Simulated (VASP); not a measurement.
Runs of VASP 6.6.1 on Mo. The structure is that of space group Im-3m (No. 229), or close to it. The cells are those of the table. 

| cell | further INCAR settings | gap on the mesh (eV) | pressure (GPa) |
| --- | --- | --- | --- |
| a = 2.756 Å, angles 110.8, 110.8, 106.8°, 1 atom | ALGO = Fast; EDIFF = 1e-06; NBANDS = 13 | none | -11.5 |
| a = 2.801 Å, angles 108.2, 108.2, 112.1°, 1 atom | ALGO = Fast; EDIFF = 1e-07; NBANDS = 13 | none | -21.5 |
| a = 2.755 Å, angles 108.8, 108.8, 110.8°, 1 atom | ALGO = Fast; EDIFF = 1e-06; NBANDS = 13 | none | (a) |
| a = 2.733 Å, angles 108.1, 108.1, 112.1°, 1 atom | ALGO = Fast; EDIFF = 1e-07; NBANDS = 13 | none | -5.5 |

Alike in all rows: task single point; level PBEsol; potentials or basis VASP PAW PBE potentials, release 64 (Mo_sv); no spin polarisation; k mesh 26 × 26 × 26; cutoff (eV) 520; smearing gaussian 0.15 eV.

Problem. Estimate the missing entries.

Solution. (a) -11.8.

Caveats: the PAW data sets were made with another functional, which shifts forces and pressure a little.

A k mesh can miss the band edges, and the runs leave out spin-orbit coupling on Mo.

A gap of «none» marks levels without a gap at the run's occupations.
